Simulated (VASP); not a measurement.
Co: relaxation of cell and atoms with LDA

Crystal: Co.

```
Co
1.0
     2.04036    0.00000    0.00000
    -1.02018    1.76700    0.00000
     0.00000    0.00000    3.30620
Co
2
Direct
  0.33333 0.66667 0.25000
  0.66667 0.33333 0.75000
```

```json
{
  "Program": "VASP 6.6.1",
  "Task": "relaxation of cell and atoms",
  "Functional": "LDA",
  "Potentials or basis": "VASP PAW LDA potentials, release 64 (Co)",
  "Cutoff": "600 eV",
  "k mesh": "21 × 21 × 12",
  "Occupations": "fermi-dirac, width 0.1 eV",
  "Spin": "collinear spin, ferromagnetic start",
  "Starting moments": "[1.7, 1.7] μB",
  "Target pressure": "450 GPa",
  "Dipole correction": "no",
  "Further INCAR settings": "ALGO = Normal; EDIFF = 1e-06; IBRION = 2; EDIFFG = -0.005; NSW = 32; ISIF = 3"
}
```

```yaml
Relaxed_volume: 5.95 Å³/atom
Relaxed_cell: a = 2.040 Å, b = 2.040 Å, c = 3.304 Å, α = 90.00°, β = 90.00°, γ = 120.00°
Space_group_after_relaxing_to_0.1_Å: P6_3/mmc (No. 194)
Energy_change_on_relaxing_the_run_minimises_the_enthalpy: +21.6 meV/atom
Ionic_steps: 7
Pressure_after_relaxing: 450.0 GPa
Band_gap_on_the_k_mesh: zero (filled and empty bands overlap)
Net_moment: 0.00 μB per cell
```

The path:
```tsv
step	energy change (eV)	largest force (eV/Å)	pressure (GPa)	volume (Å³)
1	0.0000	0.0000	447.34	11.92
2	0.4904	0.0000	475.93	11.75
3	0.0447	0.0000	450.17	11.90
4	0.0422	0.0000	449.82	11.90
5	0.0436	0.0000	450.05	11.90
6	0.0429	0.0000	449.98	11.90
7	0.0433	0.0000	449.99	11.90
```

Final structure:
```
Co
1.0
     2.03972    0.00000    0.00000
    -1.01986    1.76645    0.00000
     0.00000    0.00000    3.30398
Co
2
Direct
  0.33333 0.66667 0.25000
  0.66667 0.33333 0.75000
```

Levels at points of the mesh, in eV from the Fermi level:
Spin up:
| k point | band 6 | band 7 | band 8 | band 9 | band 10 | band 11 | band 12 | band 13 |
| --- | --- | --- | --- | --- | --- | --- | --- | --- |
| (0.00, 0.00, 0.00) | -3.54 | -3.54 | -2.61 | -2.61 | -0.21 | 0.16 | 0.16 | 13.72 |
| (0.00, 0.00, 0.50) | -4.55 | -4.55 | -4.55 | -0.55 | -0.55 | -0.55 | -0.55 | 22.56 |
Spin down:
```csv
k point,band 7,band 8,band 9,band 10,band 11,band 12
"(0.00, 0.00, 0.00)",-3.54,-2.61,-2.61,-0.21,0.16,0.16
"(0.00, 0.00, 0.50)",-4.55,-4.55,-0.55,-0.55,-0.55,-0.55
```

Run time: 5.9 min on 1 thread of Intel(R) Xeon(R) Platinum 8375C CPU @ 2.90GHz (Ice Lake), with other jobs on the host, peak memory 0.23 GiB.

Caveat: the cell is relaxed towards a set pressure, so the run minimises the enthalpy, not the energy; the moments typed at the start vanished in this run.
